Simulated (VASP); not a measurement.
Runs of VASP 6.6.1 on CaS (Oldhamite). The structure is that of space group Fm-3m (No. 225), or close to it. The cells are those of the table. 

```csv
cell,gap on the mesh (eV),pressure (GPa)
"a = 4.150 Å, angles 60.0°, 2 atoms",3.10,-4.4
"a = 3.987 Å, angles 60.0°, 2 atoms",2.87,2.4
"a = 4.021 Å, angles 60.0°, 2 atoms",(a),0.7
"a = 4.119 Å, angles 60.0°, 2 atoms",3.07,(b)
"a = 3.882 Å, angles 60.0°, 2 atoms",(c),9.0
```

Alike in all rows: task single point; level r2SCAN; potentials or basis VASP PAW PBE potentials, release 64 (Ca_sv, S); no spin polarisation; k mesh 5 × 5 × 5; cutoff (eV) 550; smearing gaussian 0.01 eV.

Fill in the values left out.

(a) 2.92; (b) -3.3; (c) 2.65.

Caveats: the PAW data sets were made with another functional, which shifts forces and pressure a little.

A k mesh can miss the band edges.
